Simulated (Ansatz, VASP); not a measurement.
## One calculation of SrCl2, two programs

```
Sr Cl
1.0
     0.00000    3.46232    3.46232
     3.46232    0.00000    3.46232
     3.46232    3.46232    0.00000
Sr Cl
1 2
Direct
  0.00000 0.00000 0.00000
  0.25000 0.25000 0.25000
  0.75000 0.75000 0.75000
```

Alike in both runs: task single point; functional r2SCAN; k mesh 6 × 6 × 6; no spin polarisation.

|  | VASP | Ansatz |
| --- | --- | --- |
| version | VASP 6.6.1 | Ansatz 0.2.0 |
| potentials or method | VASP PAW PBE potentials, release 64 (Sr_sv, Cl) | plane waves, PAW |
| plane-wave cutoff (eV) | 520 | 500 |
| occupations | gaussian, width 0.01 eV | fixed |
| valence electrons in the cell | 24 | 24 |

Ansatz gave:

- gap on the k mesh at the Fermi level (eV): 5.98
- pressure (GPa): 1.2

Problem. What did VASP give for the same quantities?

Solution. gap on the k mesh at the Fermi level (eV): 5.98; pressure (GPa): 1.3.

VASP's potentials were made for PBE, not for r2SCAN.
